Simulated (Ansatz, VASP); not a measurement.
## Two plane-wave programs on RuS2

```xyz
3
Lattice="3.3788 0.0000 0.0000 -1.6894 2.9261 0.0000 0.0000 0.0000 4.8997" Properties=species:S:1:pos:R:3 pbc="T T T"
Ru    0.0000    0.0000    0.0000
S     1.6894    0.9754    3.5704
S     0.0000    1.9507    1.3293
```

Alike in both runs: functional PBE; dispersion D3(BJ); k mesh 12 × 12 × 10; occupations gaussian, width 0.1 eV; collinear spin.

Ansatz relaxed the structure, and its values are those at the end. VASP's run is a single point on that final structure, the one shown.

```csv
,VASP,Ansatz
version,VASP 6.6.1,Ansatz 0.2.0
potentials or method,"VASP PAW PBE potentials, release 64 (Ru_pv, S), cutoff 520 eV","scalar-relativistic, plane waves, PAW"
valence electrons in the cell,26,28
```

VASP gave:

| Item | Value |
| --- | --- |
| gap on the k mesh at the Fermi level (eV) | none |
| pressure (GPa) | -0.2 |
| rms of the force components (eV/Å) | 0.009 |
| net moment per atom (μB) | 0.16 |
| size of the moment on the site where the two differ most (μB) | 0.36 |

Q: Estimate Ansatz's values.

A: gap on the k mesh at the Fermi level (eV): none; pressure (GPa): 0.0; rms of the force components (eV/Å): 0.001; net moment per atom (μB): 0.15; size of the moment on the site where the two differ most (μB): 0.31.

Site moments also hang on the region over which each program counts them. A gap of «none» marks a metal or a gap that the smearing closes. VASP's potentials hold 26 valence electrons a cell and Ansatz's 28, so a difference there can come from the potentials and not from the codes.
